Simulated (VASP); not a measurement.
# TiO2 (I4_1/amd) in VASP: notebook

The runs below take TiO2 through single point, with r2SCAN.

Everything below comes from runs of VASP 6.6.1. Logs are shortened: lines on timing, memory, paths and dates and some standing lists are left out, and cuts for length are marked.

**1. The cell of the first run**

The structure is tetragonal, space group I4_1/amd (No. 141). Conventional cell: a = 3.778 Å, b = 3.778 Å, c = 9.295 Å, α = 90.00°, β = 90.00°, γ = 90.00°. Within 2.6 Å of Ti (site symmetry -4m2) lie 6 O at 1.93 Å. O (site symmetry 2mm) has 3 Ti at 1.93 Å and 2 O at 2.43 Å within 2.6 Å.

**2. Single point, r2SCAN (strain +0.000 along x and y, -0.030 along z)**

POSCAR reads:

```
TiO2
1.0
   -1.8889722131      1.8889722131      4.6476569410
    1.8889722131     -1.8889722131      4.6476569410
    1.8889722131      1.8889722131     -4.6476569410
Ti O
2 4
Direct
    0.0000000000      0.0000000000      0.0000000000
    0.7500000000      0.2500000000      0.5000000000
    0.2073045411      0.2073045411      0.0000000000
    0.9573045411      0.4573045411      0.5000000000
    0.5426954589      0.0426954589      0.5000000000
    0.7926954589      0.7926954589      0.0000000000
```

INCAR.step1 reads:

```
ALGO = Normal ; EDIFF = 1E-4
ENCUT = 520 ; GGA = PE
ISMEAR = 0 ; LASPH = T
LCHARG = F ; LREAL = F
LWAVE = T ; NBANDS = 33
NELM = 60 ; PREC = Accurate
SIGMA = 0.05
```

INCAR.step2 reads:

```
ALGO = Normal ; EDIFF = 1E-6
ENCUT = 520 ; ISIF = 2
ISMEAR = 0 ; ISTART = 1
LASPH = T ; LCHARG = F
LMIXTAU = T ; LREAL = F
LWAVE = F ; METAGGA = R2SCAN
NBANDS = 33 ; NELM = 60
PREC = Accurate ; SIGMA = 0.05
```

KPOINTS reads:

```
k-points
0
Gamma
  8 8 8
```

Potentials or basis: VASP PAW PBE potentials, release 64 (Ti_sv, O).

On the command line:

```sh
cat potpaw_PBE.64/Ti_sv/POTCAR potpaw_PBE.64/O/POTCAR > POTCAR
cp INCAR.step1 INCAR
mpirun -np 1 vasp_std > vasp.out
cp INCAR.step2 INCAR
mpirun -np 1 vasp_std > vasp.out
```

OUTCAR:

```text
EDIFF = 1E-6
   ENCUT = 520
   ISIF = 2
   ISMEAR = 0
   ISTART = 1
   LASPH = T
   LREAL = F
   METAGGA = R2SCAN
   NELM = 60
   PREC = Accurate

 ion  position               nearest neighbor table
   1  0.000  0.000  0.000-   3 1.93   6 1.93   4 1.93   5 1.93   5 1.93   4 1.93
   2  0.750  0.250  0.500-   4 1.93   5 1.93   6 1.93   3 1.93   6 1.93   3 1.93
   3  0.207  0.207  0.000-   1 1.93   2 1.93   2 1.93
   4  0.957  0.457  0.500-   2 1.93   1 1.93   1 1.93
   5  0.543  0.043  0.500-   2 1.93   1 1.93   1 1.93
   6  0.793  0.793  0.000-   1 1.93   2 1.93   2 1.93

  LATTYP: Found a body centered tetragonal cell.
 ALAT       =     3.7779444262
 C/A-ratio  =     2.4604157270

  Lattice vectors:

 A1 = (  -1.8889722131,   1.8889722131,   4.6476569410)
 A2 = (   1.8889722131,  -1.8889722131,   4.6476569410)
 A3 = (   1.8889722131,   1.8889722131,  -4.6476569410)

Analysis of symmetry for initial positions (statically):
=====================================================================
 Subroutine PRICEL returns:
 Original cell was already a primitive cell.

 Routine SETGRP: Setting up the symmetry group for a
 body centered tetragonal supercell.

 Subroutine GETGRP returns: Found 16 space group operations
 (whereof  8 operations were pure point group operations)
 out of a pool of 16 trial point group operations.

The static configuration has the point symmetry D_2d.
 The point group associated with its full space group is D_4h.

Analysis of symmetry for dynamics (positions and initial velocities):
=====================================================================
 Subroutine PRICEL returns:
 Original cell was already a primitive cell.

 Routine SETGRP: Setting up the symmetry group for a
 body centered tetragonal supercell.

 Subroutine GETGRP returns: Found 16 space group operations
 (whereof  8 operations were pure point group operations)
 out of a pool of 16 trial point group operations.

The dynamic configuration has the point symmetry D_2d.
 The point group associated with its full space group is D_4h.

 Subroutine INISYM returns: Found 16 space group operations
 (whereof  8 operations are pure point group operations),
 and found     1 'primitive' translations

----------------------------------------------------------------------------------------

                                     Primitive cell

  volume of cell :      66.3354

  direct lattice vectors                    reciprocal lattice vectors
    -1.888972213  1.888972213  4.647656941     0.000000000  0.264694206  0.107581090
     1.888972213 -1.888972213  4.647656941     0.264694206  0.000000000  0.107581090
     1.888972213  1.888972213 -4.647656941     0.264694206  0.264694206  0.000000000

  length of vectors
     5.360703973  5.360703973  5.360703973     0.285721392  0.285721392  0.374334136

  position of ions in fractional coordinates (direct lattice)
     0.000000000  0.000000000  0.000000000
     0.750000000  0.250000000  0.500000000
     0.207304541  0.207304541  0.000000000
     0.957304541  0.457304541  0.500000000
     0.542695459  0.042695459  0.500000000
     0.792695459  0.792695459  0.000000000

  ion indices of the primitive-cell ions
   primitive index   ion index
                 1           1
                 2           2
                 3           3
                 4           4
                 5           5
                 6           6

----------------------------------------------------------------------------------------

 KPOINTS: k-points

Automatic generation of k-mesh.
 Grid dimensions read from file:
 generate k-points for:    8    8    8

 Generating k-lattice:

  Cartesian coordinates                     Fractional coordinates (reciprocal lattice)
     0.000000000  0.033086776  0.013447636     0.125000000  0.000000000 -0.000000000
     0.033086776  0.000000000  0.013447636     0.000000000  0.125000000 -0.000000000
     0.033086776  0.033086776  0.000000000     0.000000000  0.000000000  0.125000000

  Length of vectors
     0.035715174  0.035715174  0.046791767

  Shift w.r.t. Gamma in fractional coordinates (k-lattice)
     0.000000000  0.000000000  0.000000000

 Subroutine IBZKPT returns following result:
 ===========================================

 Found     59 irreducible k-points:

 Following reciprocal coordinates:
            Coordinates               Weight
  0.000000  0.000000  0.000000      1.000000
  0.125000  0.000000  0.000000      8.000000
  0.250000  0.000000  0.000000      8.000000
  0.375000  0.000000  0.000000      8.000000
  0.500000  0.000000  0.000000      4.000000
  0.125000  0.125000  0.000000      8.000000
[... 16 lines left out ...]
  0.250000  0.125000  0.125000     16.000000
  0.375000  0.125000  0.125000      8.000000
 [... further k-points ...]
   k-points           NKPTS =     59   k-points in BZ     NKDIM =     59   number of bands    NBANDS=     33
   number of dos      NEDOS =    301   number of ions     NIONS =      6
   total plane-waves  NPLWV =  64000
   dimension x,y,z NGX =    40 NGY =   40 NGZ =   40
   dimension x,y,z NGXF=    80 NGYF=   80 NGZF=   80
   ions per type =               2   4
   NGX,Y,Z   is equivalent  to a cutoff of  12.40, 12.40, 12.40 a.u.
   NGXF,Y,Z  is equivalent  to a cutoff of  24.81, 24.81, 24.81 a.u.
 SYSTEM =  unknown system
   PREC   = accura    normal or accurate (medium, high low for compatibility)
   ISTART =      1    job   : 0-new  1-cont  2-samecut
   ICHARG =      0    charge: 1-file 2-atom 10-const
   ISPIN  =      1    spin polarized calculation?
   LNONCOLLINEAR =      F non collinear calculations
   LSORBIT =      F    spin-orbit coupling
   LASPH  =      T    aspherical Exc in radial PAW
   ENCUT  =  520.0 eV  38.22 Ry    6.18 a.u.   9.97  9.97  9.97*2*pi/ulx,y,z
   NELM   =     60;   NELMIN=  2; NELMDL=  0     # of ELM steps
   EDIFF  = 0.1E-05   stopping-criterion for ELM
   LREAL  =      F    real-space projection
   EDIFFG = 0.1E-04   stopping-criterion for IOM
   NSW    =      0    number of steps for IOM
   IBRION =     -1    ionic relax: 0-MD 1-quasi-New 2-CG
   NFREE  =      0    steps in history (QN), initial steepest desc. (CG)
   ISIF   =      2    stress and relaxation
   ISYM   =      2    0-nonsym 1-usesym 2-fastsym
   POTIM  = 0.5000    time-step for ionic-motion
   TEBEG  =    0.0;   TEEND  =   0.0 temperature during run
   PSTRESS=    0.0 pullay stress
   NELECT =      48.0000    total number of electrons
   NUPDOWN=      -1.0000    fix difference up-down
   EMIN   =  10.00;   EMAX   =-10.00  energy-range for DOS
   EFERMI =   0.00;   METHOD = LEGACY
   ISMEAR =     0;   SIGMA  =   0.05  broadening in eV -4-tet -1-fermi 0-gaus
   EFERMI_NEDOS =   21; number of points for ismear=-14 and -15
   IALGO  =     38    algorithm
   IMIX   =      4    mixing-type and parameters
     AMIX     =   0.40;   BMIX     =  1.00
     AMIX_MAG =   1.60;   BMIX_MAG =  1.00
  volume/ion in A,a.u.               =      11.06        74.61
  Fermi-wavevector in a.u.,A,eV,Ry     =   1.469739  2.777404 29.390385  2.160132
  Thomas-Fermi vector in A             =   2.585080
   LORBIT       =      0    0 simple, 1 ext, 2 COOP (PROOUT), +10 PAW based schemes
   METAGGA = R2SCAN    functional components
   LHFCALC =     F    Hartree Fock is set to
   AEXX    =    0.0000 exact exchange contribution
   IVDW    =     0    specifies the selected vdW correction
   LEPSILON=     F    determine dielectric tensor
   LRPA    =     F    only Hartree local field effects (RPA)
 non-spin polarized calculation
 Gauss-broadening in eV      SIGMA  =   0.05
  energy-cutoff  :      520.00
  volume of cell :       66.34
 maximum number of plane-waves:      1800
   NGX = 19   NGY = 19   NGZ = 19

 number of electron      47.9999996 magnetization

 Free energy of the ion-electron system (eV)
  ---------------------------------------------------
  ext. energy  EPLUGINS =         0.00000000
  ---------------------------------------------------
  free energy    TOTEN  =       -69.75025138 eV

  energy without entropy =      -69.75025138  energy(sigma->0) =      -69.75025138

 E-fermi :   3.5608     XC(G=0): -11.6096

 val. band max:        3.1965345979   @ k =   0.5000   0.5000   0.0000
 cond. band min:       5.8457511489   @ k =   0.0000   0.0000   0.0000
 fundamental gap:      2.6492165510
 Fermi energy:         3.5607832671

 k-point     1 :       0.0000    0.0000    0.0000
  band No.  band energies     occupation
      1     -55.1709      2.00000
      2     -55.0952      2.00000
      3     -30.6735      2.00000
      4     -30.3591      2.00000
      5     -30.3591      2.00000
      6     -30.2706      2.00000
[... 25 lines left out ...]
     32       9.0695      0.00000
     33       9.3981      0.00000

 k-point     2 :       0.1250    0.0000    0.0000
  band No.  band energies     occupation
      1     -55.1684      2.00000
      2     -55.0970      2.00000
      3     -30.6685      2.00000
      4     -30.3854      2.00000
      5     -30.3609      2.00000
      6     -30.2797      2.00000
[... 25 lines left out ...]
     32       9.3197      0.00000
     33       9.6473      0.00000

 k-point     3 :       0.2500    0.0000    0.0000
  band No.  band energies     occupation
      1     -55.1618      2.00000
      2     -55.1019      2.00000
      3     -30.6562      2.00000
      4     -30.4440      2.00000
      5     -30.3648      2.00000
      6     -30.2987      2.00000
[... 25 lines left out ...]
     32       9.6284      0.00000
     33      10.1864      0.00000

 k-point     4 :       0.3750    0.0000    0.0000
  band No.  band energies     occupation
      1     -55.1536      2.00000
      2     -55.1083      2.00000
      3     -30.6426      2.00000
      4     -30.5014      2.00000
      5     -30.3683      2.00000
      6     -30.3117      2.00000
[... 673 lines left out ...]
     32      10.5435      0.00000
     33      10.7308      0.00000

 k-point    23 :       0.2500    0.1250    0.1250
  band No.  band energies     occupation
      1     -55.1472      2.00000
      2     -55.1122      2.00000
      3     -30.6425      2.00000
      4     -30.5330      2.00000
      5     -30.4070      2.00000
      6     -30.3521      2.00000
[... 25 lines left out ...]
     32      10.7255      0.00000
     33      11.0398      0.00000

 k-point    24 :       0.3750    0.1250    0.1250
  band No.  band energies     occupation
      1     -55.1427      2.00000
      2     -55.1159      2.00000
      3     -30.6348      2.00000
      4     -30.5566      2.00000
      5     -30.4091      2.00000
      6     -30.3599      2.00000
[... 25 lines left out ...]
     32      10.7903      0.00000
     33      11.1150      0.00000

 [... further k-points ...]

------------------------ aborting loop because EDIFF is reached ----------------------------------------

  FORCE on cell =-STRESS in cart. coord.  units (eV):
  Direction    XX          YY          ZZ          XY          YZ          ZX
  --------------------------------------------------------------------------------------
  -------------------------------------------------------------------------------------
  Total        2.5015672      2.5015672      6.6241352      0.0000000     -0.0000000      0.0000000
  in kB       60.4195599     60.4195599    159.9906406      0.0000000     -0.0000000      0.0000000
  external PRESSURE =      93.6099201 kB  Pullay stress =       0.0000000 kB

 VOLUME and BASIS-vectors are now :
 -----------------------------------------------------------------------------
  energy-cutoff  :      520.00
  volume of cell :       66.34
      direct lattice vectors                 reciprocal lattice vectors
    -1.888972213  1.888972213  4.647656941     0.000000000  0.264694206  0.107581090
     1.888972213 -1.888972213  4.647656941     0.264694206  0.000000000  0.107581090
     1.888972213  1.888972213 -4.647656941     0.264694206  0.264694206  0.000000000

 POSITION                                       TOTAL-FORCE (eV/Angst)
 -----------------------------------------------------------------------------------
      0.00000      0.00000      0.00000         0.000000      0.000000     -0.000000
     -0.00000      1.88897      2.32383         0.000000      0.000000     -0.000000
      0.00000      0.00000      1.92696        -0.000000      0.000000      0.711410
      0.00000      1.88897      4.25079         0.000000     -0.000000      0.711410
     -0.00000      1.88897      0.39687         0.000000     -0.000000     -0.711410
      0.00000      0.00000      7.36835        -0.000000      0.000000     -0.711410
 -----------------------------------------------------------------------------------
    total drift:                               -0.000000     -0.000000     -0.000000

  FREE ENERGIE OF THE ION-ELECTRON SYSTEM (eV)
  ---------------------------------------------------
  free  energy   TOTEN  =       -69.7502513833 eV

  energy  without entropy=      -69.7502513833  energy(sigma->0) =      -69.75025138
```

Wall time 21 min (1 thread of Intel Xeon 8259CL, shared host); peak memory 0.32 GiB.

What came out:

```yaml
Free_energy: -69.7503 eV
Pressure: 9.4 GPa
Largest_force: 0.711 eV/Å
Band_gap_on_the_k_mesh: 2.65 eV (least direct gap 2.92 eV)
```

Forces in eV/Å, atoms in the order of the input:
```
Ti   0.000  0.000  0.000
Ti   0.000  0.000  0.000
O    0.000  0.000  0.711
O    0.000  0.000  0.711
O    0.000  0.000 -0.711
O    0.000  0.000 -0.711
```

Levels at points of the mesh, in eV from the valence-band top:
| k point | band 20 | band 21 | band 22 | band 23 | band 24 | band 25 | band 26 | band 27 | band 28 | band 29 |
| --- | --- | --- | --- | --- | --- | --- | --- | --- | --- | --- |
| (0.00, 0.00, 0.00) | -0.68 | -0.60 | -0.60 | -0.45 | -0.45 | 2.65 | 3.50 | 4.69 | 4.69 | 4.70 |
| (0.50, 0.00, 0.00) | -1.99 | -1.96 | -0.94 | -0.70 | -0.55 | 3.82 | 4.19 | 4.21 | 4.34 | 4.96 |
| (0.50, 0.50, 0.00) | -2.73 | -2.00 | -2.00 | 0.00 | 0.00 | 4.01 | 4.01 | 4.49 | 4.49 | 5.54 |
| (0.50, 0.50, 0.50) | -1.31 | -1.18 | -1.18 | -0.05 | -0.05 | 3.06 | 3.06 | 4.46 | 4.46 | 4.96 |

Caveat: the cell differs from its parent crystal (strain +0.000 along x and y, -0.030 along z); the cell stands under pressure; the PAW data sets were made with another functional, which shifts forces and pressure a little. A k mesh can miss the band edges.

[end of part 1 of 2]
